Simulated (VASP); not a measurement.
Write the native input for VASP 6.6.1 that does the following.

| Quantity | Value |
| --- | --- |
| Task | single point |
| Functional | PBE |
| Potentials or basis | VASP PAW PBE potentials, release 64 (Hf_pv, Si, O) |
| Cutoff | 600 eV |
| k mesh | 8 × 8 × 8 |
| Occupations | gaussian, width 0.02 eV |
| Spin | no spin polarisation |
| Dipole correction | no |
| Further INCAR settings | ALGO = Normal; EDIFF = 1e-06; NBANDS = 28 |

The structure of HfSiO4 lies in POSCAR:

```
HfSiO4
1.0
   -2.3100278427      2.3100278427      3.0471432318
    2.3100278427     -2.3100278427      3.0471432318
    2.3100278427      2.3100278427     -3.0471432318
Hf Si O
1 1 4
Direct
    0.0000000000      0.0000000000      0.0000000000
    0.5000000000      0.5000000000      0.0000000000
    0.8559549613      0.4338747878      0.0000000000
    0.1440450387      0.1440450387      0.5779198265
    0.5661252122      0.5661252122      0.4220801735
    0.4338747878      0.8559549613      0.0000000000
```

These files were run (other wordings do the same):

INCAR

```
PREC = Accurate
ENCUT = 600
EDIFF = 1E-6
ISMEAR = 0
SIGMA = 0.02
LREAL = F
LASPH = T
NELM = 120
ALGO = Normal
ISIF = 2
LWAVE = F
LCHARG = F
GGA = PE
NBANDS = 28
GGA_COMPAT = F
```

KPOINTS

```
regular mesh
0
Gamma
  8 8 8
```

Potentials or basis: VASP PAW PBE potentials, release 64 (Hf_pv, Si, O).

Launch:

```console
$ cat potpaw_PBE.64/Hf_pv/POTCAR potpaw_PBE.64/Si/POTCAR potpaw_PBE.64/O/POTCAR > POTCAR
$ mpirun -np 1 vasp_std > vasp.out
```

It gave:

```
Pressure               : -1.5 GPa
Largest force          : 0.164 eV/Å
Band gap on the k mesh : 3.47 eV
```

Caveat: spin-orbit coupling is left out, which moves the levels of the heavy elements.

Run time: 3.1 min on 1 thread of Intel Xeon 8259CL, with other jobs on the host, peak memory 0.28 GiB.
